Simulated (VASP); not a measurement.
# Ti2C (Fd-3m) in VASP: a series of runs

Ti2C is run at these levels: r2SCAN; tasks: single point.

All numbers are computed with VASP 6.6.1; they aren't measurements. Logs are shortened: lines on timing, memory, paths and dates and some standing lists are left out, and cuts for length are marked.

## (1) The cell of the first run

Symmetry: Fd-3m, No. 227, cubic system. The conventional cell has a = 8.620 Å, b = 8.620 Å, c = 8.620 Å, α = 90.00°, β = 90.00°, γ = 90.00°. Ti (site symmetry 3m) has 3 C at 2.10 Å within 2.8 Å. C (site symmetry -3m) has 6 Ti at 2.10 Å within 2.8 Å.

## (2) Single point, r2SCAN

Input file POSCAR:

```
Ti2C
1.0
    0.0000000000      4.3101661695      4.3101661695
    4.3101661695      0.0000000000      4.3101661695
    4.3101661695      4.3101661695      0.0000000000
Ti C
8 4
Direct
    0.8560534348      0.3813155217      0.3813155217
    0.3813155217      0.3813155217      0.3813155217
    0.3813155217      0.3813155217      0.8560534348
    0.8686844783      0.3939465652      0.8686844783
    0.8686844783      0.8686844783      0.8686844783
    0.3939465652      0.8686844783      0.8686844783
    0.8686844783      0.8686844783      0.3939465652
    0.3813155217      0.8560534348      0.3813155217
    0.6250000000      0.6250000000      0.6250000000
    0.1250000000      0.6250000000      0.6250000000
    0.6250000000      0.6250000000      0.1250000000
    0.6250000000      0.1250000000      0.6250000000
```

Input file INCAR.step1:

```
ALGO = Normal
EDIFF = 1E-4
ENCUT = 520
GGA = PE
ISMEAR = 0
LASPH = True
LCHARG = False
LREAL = False
LWAVE = True
NBANDS = 68
NELM = 80
PREC = Accurate
SIGMA = 0.1
```

Input file INCAR.step2:

```
ALGO = Normal
EDIFF = 1E-6
ENCUT = 520
ISIF = 2
ISMEAR = 0
ISTART = 1
LASPH = True
LCHARG = False
LMIXTAU = True
LREAL = False
LWAVE = False
METAGGA = R2SCAN
NBANDS = 68
NELM = 80
PREC = Accurate
SIGMA = 0.1
```

Input file KPOINTS:

```
k-points
0
Gamma
  8 8 8
```

Potentials or basis: VASP PAW PBE potentials, release 64 (Ti_sv, C).

Command:

```sh
$ cat potpaw_PBE.64/Ti_sv/POTCAR potpaw_PBE.64/C/POTCAR > POTCAR
$ cp INCAR.step1 INCAR
$ mpirun -np 1 vasp_std > vasp.out
$ cp INCAR.step2 INCAR
$ mpirun -np 1 vasp_std > vasp.out
```

OUTCAR:

```text
EDIFF = 1E-6
   ENCUT = 520
   ISIF = 2
   ISMEAR = 0
   ISTART = 1
   LASPH = True
   LREAL = False
   METAGGA = R2SCAN
   NELM = 80
   PREC = Accurate

 ion  position               nearest neighbor table
   1  0.856  0.381  0.381-  11 2.10  12 2.10   9 2.10   2 2.89   3 2.89   8 2.89
   2  0.381  0.381  0.381-  10 2.10  11 2.10  12 2.10   1 2.89   3 2.89   8 2.89
   3  0.381  0.381  0.856-  10 2.10  12 2.10   9 2.10   1 2.89   2 2.89   8 2.89
   4  0.869  0.394  0.869-  10 2.10  11 2.10   9 2.10   5 2.89   6 2.89   7 2.89
   5  0.869  0.869  0.869-  10 2.10  11 2.10  12 2.10   4 2.89   6 2.89   7 2.89
   6  0.394  0.869  0.869-  11 2.10  12 2.10   9 2.10   4 2.89   5 2.89   7 2.89
   7  0.869  0.869  0.394-  10 2.10  12 2.10   9 2.10   4 2.89   5 2.89   6 2.89
   8  0.381  0.856  0.381-  10 2.10  11 2.10   9 2.10   1 2.89   2 2.89   3 2.89
   9  0.625  0.625  0.625-   1 2.10   3 2.10   4 2.10   6 2.10   7 2.10   8 2.10
  10  0.125  0.625  0.625-   3 2.10   4 2.10   7 2.10   8 2.10   2 2.10   5 2.10
  11  0.625  0.625  0.125-   1 2.10   4 2.10   6 2.10   8 2.10   2 2.10   5 2.10
  12  0.625  0.125  0.625-   1 2.10   3 2.10   6 2.10   7 2.10   2 2.10   5 2.10

  LATTYP: Found a face centered cubic cell.
 ALAT       =     8.6203323390

  Lattice vectors:

 A1 = (   0.0000000000,   4.3101661695,   4.3101661695)
 A2 = (   4.3101661695,   0.0000000000,   4.3101661695)
 A3 = (   4.3101661695,   4.3101661695,   0.0000000000)

Analysis of symmetry for initial positions (statically):
=====================================================================
 Subroutine PRICEL returns:
 Original cell was already a primitive cell.

 Routine SETGRP: Setting up the symmetry group for a
 face centered cubic supercell.

 Subroutine GETGRP returns: Found 48 space group operations
 (whereof 24 operations were pure point group operations)
 out of a pool of 48 trial point group operations.

The static configuration has the point symmetry T_d .
 The point group associated with its full space group is O_h .

Analysis of symmetry for dynamics (positions and initial velocities):
=====================================================================
 Subroutine PRICEL returns:
 Original cell was already a primitive cell.

 Routine SETGRP: Setting up the symmetry group for a
 face centered cubic supercell.

 Subroutine GETGRP returns: Found 48 space group operations
[... 135 lines left out ...]
   NELECT =     112.0000    total number of electrons
   NUPDOWN=      -1.0000    fix difference up-down
   EMIN   =  10.00;   EMAX   =-10.00  energy-range for DOS
   EFERMI =   0.00;   METHOD = LEGACY
   ISMEAR =     0;   SIGMA  =   0.10  broadening in eV -4-tet -1-fermi 0-gaus
   EFERMI_NEDOS =   21; number of points for ismear=-14 and -15
   IALGO  =     38    algorithm
   IMIX   =      4    mixing-type and parameters
     AMIX     =   0.40;   BMIX     =  1.00
     AMIX_MAG =   1.60;   BMIX_MAG =  1.00
  volume/ion in A,a.u.               =      13.35        90.06
  Fermi-wavevector in a.u.,A,eV,Ry     =   1.453149  2.746054 28.730635  2.111642
  Thomas-Fermi vector in A             =   2.570449
   LORBIT       =      0    0 simple, 1 ext, 2 COOP (PROOUT), +10 PAW based schemes
   METAGGA = R2SCAN    functional components
   LHFCALC =     F    Hartree Fock is set to
   AEXX    =    0.0000 exact exchange contribution
   IVDW    =     0    specifies the selected vdW correction
   LEPSILON=     F    determine dielectric tensor
   LRPA    =     F    only Hartree local field effects (RPA)
 non-spin polarized calculation
 Gauss-broadening in eV      SIGMA  =   0.10
  energy-cutoff  :      520.00
  volume of cell :      160.14
 maximum number of plane-waves:      4338
 NGX is ok and might be reduce to    48
   NGX = 23   NGY = 23   NGZ = 23

 number of electron     111.9999999 magnetization

 Free energy of the ion-electron system (eV)
  ---------------------------------------------------
  ext. energy  EPLUGINS =         0.00000000
  ---------------------------------------------------
  free energy    TOTEN  =      -152.38819690 eV

  energy without entropy =     -152.36650344  energy(sigma->0) =     -152.37735017

 E-fermi :   8.2610     XC(G=0): -12.6409

 val. band max:        8.2352767450   @ k =   0.2500   0.0000   0.0000
 cond. band min:       8.2638250324   @ k =   0.2500   0.2500   0.0000
 fundamental gap:      0.0285482874
 Fermi energy:         8.2610410969

 k-point     1 :       0.0000    0.0000    0.0000
  band No.  band energies     occupation
      1     -50.8569      2.00000
      2     -50.7796      2.00000
      3     -50.7685      2.00000
      4     -50.7685      2.00000
      5     -50.7685      2.00000
      6     -50.7432      2.00000
[... 1693 lines left out ...]
     67      10.6803      0.00000
     68      10.7657      0.00000

 [... further k-points ...]

------------------------ aborting loop because EDIFF is reached ----------------------------------------

  FORCE on cell =-STRESS in cart. coord.  units (eV):
  Direction    XX          YY          ZZ          XY          YZ          ZX
  --------------------------------------------------------------------------------------
  -------------------------------------------------------------------------------------
  Total        0.7125399      0.7125399      0.7125399     -0.0000000     -0.0000000      0.0000000
  in kB        7.1286574      7.1286574      7.1286574     -0.0000000     -0.0000000      0.0000000
  external PRESSURE =       7.1286574 kB  Pullay stress =       0.0000000 kB

 VOLUME and BASIS-vectors are now :
 -----------------------------------------------------------------------------
  energy-cutoff  :      520.00
  volume of cell :      160.14
      direct lattice vectors                 reciprocal lattice vectors
     0.000000000  4.310166170  4.310166170    -0.116004808  0.116004808  0.116004808
     4.310166170  0.000000000  4.310166170     0.116004808 -0.116004808  0.116004808
     4.310166170  4.310166170  0.000000000     0.116004808  0.116004808 -0.116004808

 POSITION                                       TOTAL-FORCE (eV/Angst)
 -----------------------------------------------------------------------------------
      3.28707      5.33327      5.33327        -0.053333      0.053333      0.053333
      3.28707      3.28707      3.28707        -0.053333     -0.053333     -0.053333
      5.33327      5.33327      3.28707         0.053333      0.053333     -0.053333
      5.44215      7.48835      5.44215        -0.053333      0.053333     -0.053333
      7.48835      7.48835      7.48835         0.053333      0.053333      0.053333
      7.48835      5.44215      5.44215         0.053333     -0.053333     -0.053333
      5.44215      5.44215      7.48835        -0.053333     -0.053333      0.053333
      5.33327      3.28707      5.33327         0.053333     -0.053333      0.053333
      5.38771      5.38771      5.38771        -0.000000     -0.000000     -0.000000
      5.38771      3.23262      3.23262        -0.000000     -0.000000     -0.000000
      3.23262      3.23262      5.38771        -0.000000     -0.000000     -0.000000
      3.23262      5.38771      3.23262        -0.000000     -0.000000     -0.000000
 -----------------------------------------------------------------------------------
    total drift:                               -0.000000     -0.000000      0.000000

  FREE ENERGIE OF THE ION-ELECTRON SYSTEM (eV)
  ---------------------------------------------------
  free  energy   TOTEN  =      -152.3881968967 eV

  energy  without entropy=     -152.3665034370  energy(sigma->0) =     -152.37735017
```

OUTCAR.step1:

```text
EDIFF = 1E-4
   ENCUT = 520
   GGA = PE
   ISMEAR = 0
[... 1967 lines left out ...]
      5.38771      5.38771      5.38771        -0.000000     -0.000000     -0.000000
      5.38771      3.23262      3.23262        -0.000000     -0.000000     -0.000000
      3.23262      3.23262      5.38771        -0.000000     -0.000000     -0.000000
      3.23262      5.38771      3.23262        -0.000000     -0.000000     -0.000000
 -----------------------------------------------------------------------------------
    total drift:                               -0.000000     -0.000000      0.000000

  FREE ENERGIE OF THE ION-ELECTRON SYSTEM (eV)
  ---------------------------------------------------
  free  energy   TOTEN  =      -107.4793788189 eV

  energy  without entropy=     -107.4592795155  energy(sigma->0) =     -107.46932917
```

Run time: 14 min. Hardware: 1 thread of Intel Xeon 6975P-C (Granite Rapids), shared host; peak memory 0.48 GiB.

What came out:

| Property | Result |
| --- | --- |
| Free energy | -152.3882 eV |
| Pressure | 0.7 GPa |
| Largest force | 0.092 eV/Å |
| Band gap on the k mesh | zero (band 56 reaches 8.42 eV, above the bottom of band 57 at 8.18 eV) |

Forces in eV/Å, atoms in the order of the input:
```
Ti  -0.053  0.053  0.053
Ti  -0.053 -0.053 -0.053
Ti   0.053  0.053 -0.053
Ti  -0.053  0.053 -0.053
Ti   0.053  0.053  0.053
Ti   0.053 -0.053 -0.053
Ti  -0.053 -0.053  0.053
Ti   0.053 -0.053  0.053
C    0.000  0.000  0.000
C    0.000  0.000  0.000
C    0.000  0.000  0.000
C    0.000  0.000  0.000
```

Caveat: the PAW data sets were made with another functional, which shifts forces and pressure a little.

## (3) Single point, r2SCAN

Input file POSCAR:

```
Ti2C
1.0
    0.0000000000      4.3124976225      4.3124976225
    4.3124976225      0.0000000000      4.3124976225
    4.3124976225      4.3124976225      0.0000000000
Ti C
8 4
Direct
    0.8568108600      0.3810630500      0.3810630500
    0.3810630500      0.3810630500      0.3810630500
    0.3810630500      0.3810630500      0.8568108600
    0.8689369500      0.3931891400      0.8689369500
    0.8689369500      0.8689369500      0.8689369500
    0.3931891400      0.8689369500      0.8689369500
    0.8689369500      0.8689369500      0.3931891400
    0.3810630500      0.8568108600      0.3810630500
    0.6250000000      0.6250000000      0.6250000000
    0.1250000000      0.6250000000      0.6250000000
    0.6250000000      0.6250000000      0.1250000000
    0.6250000000      0.1250000000      0.6250000000
```

Input file INCAR.step1:

```
ALGO = Normal
EDIFF = 1E-4
ENCUT = 520
GGA = PE
ISMEAR = 0
LASPH = T
LCHARG = F
LREAL = F
LWAVE = T
NBANDS = 68
NELM = 80
PREC = Accurate
SIGMA = 0.1
```

Input file INCAR.step2:

```
ALGO = Normal
EDIFF = 1E-7
ENCUT = 520
ISIF = 2
ISMEAR = 0
ISTART = 1
LASPH = T
LCHARG = F
LMIXTAU = T
LREAL = F
LWAVE = F
METAGGA = R2SCAN
NBANDS = 68
NELM = 80
PREC = Accurate
SIGMA = 0.1
```

Input file KPOINTS:

```
k-points
0
Gamma
  4 4 4
```

Potentials or basis: VASP PAW PBE potentials, release 64 (Ti_sv, C).

Command:

```sh
$ cat potpaw_PBE.64/Ti_sv/POTCAR potpaw_PBE.64/C/POTCAR > POTCAR
$ cp INCAR.step1 INCAR
$ mpirun -np 1 vasp_std > vasp.out
$ cp INCAR.step2 INCAR
$ mpirun -np 1 vasp_std > vasp.out
```

It took 7.7 min on 1 thread of AMD EPYC 7R13 (Zen 3), shared host; peak memory 0.36 GiB.

The run converged. Its results:

```
Free energy   : -152.3942 eV
Pressure      : 0.1 GPa
Largest force : 0.014 eV/Å
```

Forces in eV/Å, atoms in the order of the input:
```
Ti   0.008 -0.008 -0.008
Ti   0.008  0.008  0.008
Ti  -0.008 -0.008  0.008
Ti   0.008 -0.008  0.008
Ti  -0.008 -0.008 -0.008
Ti  -0.008  0.008  0.008
Ti   0.008  0.008 -0.008
Ti  -0.008  0.008 -0.008
C    0.000  0.000  0.000
C    0.000  0.000  0.000
C    0.000  0.000  0.000
C    0.000  0.000  0.000
```

Levels at points of the mesh, in eV from the Fermi level:
```
           k point  band 52  band 53  band 54  band 55  band 56  band 57  band 58  band 59  band 60  band 61
(0.00, 0.00, 0.00)    -1.66    -0.94    -0.94    -0.94     0.08     0.76     0.76     0.76     1.10     1.10
(0.50, 0.00, 0.00)    -1.05    -1.01    -0.78    -0.78    -0.31     0.30     0.73     0.73     0.76     0.76
(0.50, 0.50, 0.00)    -0.95    -0.65    -0.65    -0.56    -0.56     0.30     0.30     0.42     0.42     0.60
```

Caveat: the PAW data sets were made with another functional, which shifts forces and pressure a little.
